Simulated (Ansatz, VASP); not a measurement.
**PbO in VASP and in Ansatz**

File INCAR:

```
ALGO     = Normal         # electronic algorithm
EDIFF    = 1E-7           # SCF threshold, eV
ENCUT    = 520            # plane-wave cutoff, eV
ISIF     = 2              # what is computed and relaxed
ISMEAR   = -1             # smearing method
LASPH    = True           # aspherical terms in the spheres
LCHARG   = False          # write CHGCAR
LREAL    = False          # projectors in reciprocal space
LWAVE    = False          # write WAVECAR
NBANDS   = 17             # bands
NELM     = 100            # most SCF steps
PREC     = Accurate       # precision mode
SIGMA    = 0.02           # smearing width, eV
```

KPOINTS

```
k-points
0
Gamma
  8 8 8
```

The input POSCAR:

```
PbO
1.0
    3.1793716483      0.0000000000      0.0000000000
    0.0000000000      3.1793716483      0.0000000000
    0.0000000000      0.0000000000      3.1793716483
Pb O
1 1
Direct
    0.0000000000      0.0000000000      0.0000000000
    0.5000000000      0.5000000000      0.5000000000
```

Input for Ansatz:

```yaml
crystal:
  lattice:
    - [3.1793716483, 0.0, 0.0]
    - [0.0, 3.1793716483, 0.0]
    - [0.0, 0.0, 3.1793716483]
  atoms:
    - { symbol: Pb, position: [0.0, 0.0, 0.0] }
    - { symbol: O, position: [0.5, 0.5, 0.5] }
kpoints:
  mp_grid: { grid: [8, 8, 8] }
  band_path:
    path:
      - [0.0, 0.0, 0.0]
      - [0.0, 0.5, 0.0]
      - [0.5, 0.5, 0.0]
      - [0.5, 0.5, 0.5]
      - [0.05, 0.5, 0.05]
    npoints: 1
hamiltonian:
  xc: lda
scf:
  occupations: { method: fermi_dirac, width: 0.02 }
  n_extra_bands: 4
output:
  forces: true
  stress: true
  eigenvalues: true
```

Alike in both runs: task single point; functional LDA; k mesh 8 × 8 × 8; occupations fermi-dirac, width 0.02 eV; no spin polarisation.

|  | VASP | Ansatz |
| --- | --- | --- |
| version | VASP 6.6.1 | Ansatz 0.2.0 |
| potentials or method | VASP PAW LDA potentials, release 64 (Pb_d, O) | plane waves, PAW |
| plane-wave cutoff (eV) | 520 | 420 |
| valence electrons in the cell | 20 | 20 |

```csv
,VASP,Ansatz,Ansatz less VASP
pressure (GPa),-5.3,-5.6,-0.23
```

LDA's correlation is that of Perdew and Zunger in VASP and of Perdew and Wang (1992) in Ansatz.

Neither program's run includes spin-orbit coupling.
